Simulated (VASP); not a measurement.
Set up this calculation in VASP 6.6.1, as the native input.

| Quantity | Value |
| --- | --- |
| Task | single point |
| Functional | PBE |
| Potentials or basis | VASP PAW PBE potentials, release 64 (Eu, O) |
| Cutoff | 600 eV |
| k mesh | 10 × 10 × 10 |
| Occupations | gaussian, width 0.05 eV |
| Spin | collinear spin, ferromagnetic start |
| Starting moments | [7.43, 0.0] μB |
| Hubbard terms | Eu f U = 6.0 eV |
| Dipole correction | no |
| Further INCAR settings | ALGO = Normal; EDIFF = 1e-06; NBANDS = 22 |

The structure of EuO lies in POSCAR:

```
EuO
1.0
    0.0000000000      2.5719519658      2.5719519658
    2.5719519658      0.0000000000      2.5719519658
    2.5719519658      2.5719519658      0.0000000000
Eu O
1 1
Direct
    0.5000000000      0.5000000000      0.5000000000
    0.0000000000      0.0000000000      0.0000000000
```

These files were run (other wordings do the same):

INCAR

```
ALGO = Normal
EDIFF = 1E-6
ENCUT = 600
GGA = PE
GGA_COMPAT = F
ISIF = 2
ISMEAR = 0
ISPIN = 2
LASPH = T
LCHARG = F
LDAU = T
LDAUJ = 0 0
LDAUL = 3 -1
LDAUPRINT = 1
LDAUTYPE = 2
LDAUU = 6 0
LMAXMIX = 6
LORBIT = 11
LREAL = F
LWAVE = F
MAGMOM = 7.43 0
NBANDS = 22
NELM = 200
PREC = Accurate
SIGMA = 0.05
```

KPOINTS

```
k-points
0
Gamma
  10 10 10
```

Potentials or basis: VASP PAW PBE potentials, release 64 (Eu, O).

Run with:

```console
$ cat potpaw_PBE.64/Eu/POTCAR potpaw_PBE.64/O/POTCAR > POTCAR
$ mpirun -np 1 vasp_std > vasp.out
```

Results of the run:

```
Pressure                                              : 1.2 GPa
Band gap on the k mesh                                : zero (filled and empty bands overlap)
Net moment                                            : 7.00 μB per cell
Site moments                                          : Eu +6.73; O -0.09 μB
Valence electrons inside the program's atomic spheres : Eu 14.95; O 4.96
```

Caveat: spin-orbit coupling is left out, which moves the levels of the heavy elements; a cell with one magnetic atom can't hold antiferromagnetic order, which such compounds often take.

It took 90 s on 1 thread of AMD EPYC 9R14 (Zen 4), with other jobs on the host, peak memory 0.22 GiB.
